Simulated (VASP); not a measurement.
# CdF2: single point with r2SCAN

The system is CdF2.

```xyz
3
Lattice="0.0514 2.6826 2.6826 2.6826 0.0514 2.6826 2.7340 2.7340 0.0000" Properties=species:S:1:pos:R:3 pbc="T T T"
Cd    0.0000    0.0000    0.0000
F     1.3670    1.3670    1.3281
F     4.1009    4.1009    4.0371
```

This cell differs from its parent crystal: shear xy strain +3.8%.

```json
{
 "Program": "VASP 6.6.1",
 "Task": "single point",
 "Functional": "r2SCAN",
 "Potentials or basis": "VASP PAW PBE potentials, release 64 (Cd, F)",
 "Cutoff": "520 eV",
 "k mesh": "8 × 8 × 8",
 "Occupations": "gaussian, width 0.01 eV",
 "Spin": "no spin polarisation"
}
```

The pressure is 2.7 GPa and the largest force is 0.014 eV/Å. The band gap on the k mesh is 3.80 eV (least direct gap 4.21 eV).

Forces in eV/Å, atoms in the order of the input:
```
Cd   0.000  0.000  0.000
F    0.000  0.000 -0.014
F    0.000  0.000  0.014
```

Stress tensor (GPa, compression positive):
```
 2.69 -1.11  0.00
-1.11  2.69  0.00
 0.00  0.00  2.71
```

Levels at points of the mesh, in eV from the valence-band top:
```csv
k point,band 11,band 12,band 13,band 14,band 15,band 16
"(0.00, 0.00, 0.00)",-0.56,-0.50,-0.41,3.80,13.31,13.68
"(0.50, 0.00, 0.00)",-1.89,-0.45,-0.43,8.17,9.81,15.49
"(0.50, 0.50, 0.00)",-0.55,-0.15,-0.04,8.98,10.62,12.22
"(0.00, 0.00, 0.50)",-1.89,-0.37,-0.34,8.00,9.66,15.69
"(0.50, 0.00, 0.50)",-0.55,-0.10,-0.09,8.99,10.61,12.22
```

It took 8.2 min on 1 thread of Intel Xeon 8259CL, on a shared host, peak memory 0.21 GiB.

Caveat: the cell differs from its parent crystal (shear xy strain +3.8%); the PAW data sets were made with another functional, which shifts forces and pressure a little. A k mesh can miss the band edges.
